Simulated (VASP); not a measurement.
Write the native input for VASP 6.6.1 that does the following.

| Property | Result |
| --- | --- |
| Task | single point |
| Functional | LDA |
| Potentials or basis | VASP PAW LDA potentials, release 64 (Al, Ag) |
| Cutoff | 520 eV |
| k mesh | 7 × 7 × 4 |
| Occupations | fermi-dirac, width 0.1 eV |
| Spin | no spin polarisation |
| Dipole correction | no |
| Further INCAR settings | ALGO = Normal; EDIFF = 1e-06; NBANDS = 14 |

The structure of AlAg lies in POSCAR:

```
AlAg
1.0
    2.9263865500      0.0000000000      0.0000000000
   -1.4631932800      2.5343251000      0.0000000000
    0.0000000000      0.0000000000      4.4276044300
Al Ag
1 1
Direct
    0.0006458507     -0.0381301347      0.5069520519
    0.6655196131      0.2945293850      0.0067606501
```

One way to write it, as run:

INCAR

```
ALGO     = Normal         # electronic algorithm
EDIFF    = 1E-6           # SCF threshold, eV
ENCUT    = 520            # plane-wave cutoff, eV
ISIF     = 2              # what is computed and relaxed
ISMEAR   = -1             # smearing method
LASPH    = True           # aspherical terms in the spheres
LCHARG   = False          # write CHGCAR
LREAL    = False          # projectors in reciprocal space
LWAVE    = False          # write WAVECAR
NBANDS   = 14             # bands
NELM     = 60             # most SCF steps
PREC     = Accurate       # precision mode
SIGMA    = 0.1            # smearing width, eV
```

KPOINTS

```
k-points
0
Gamma
  7 7 4
```

Potentials or basis: VASP PAW LDA potentials, release 64 (Al, Ag).

Run with:

```bash
$ cat potpaw_LDA.64/Al/POTCAR potpaw_LDA.64/Ag/POTCAR > POTCAR
$ mpirun -np 1 vasp_std > vasp.out
```

It gave:

* Pressure: -4.6 GPa
* Largest force: 0.007 eV/Å
* Band gap on the k mesh: zero (band 7 reaches 9.41 eV, above the bottom of band 8 at 8.22 eV)

Wall time 44 s on 1 thread of Intel Xeon 8259CL, on a shared host, peak memory 0.17 GiB.
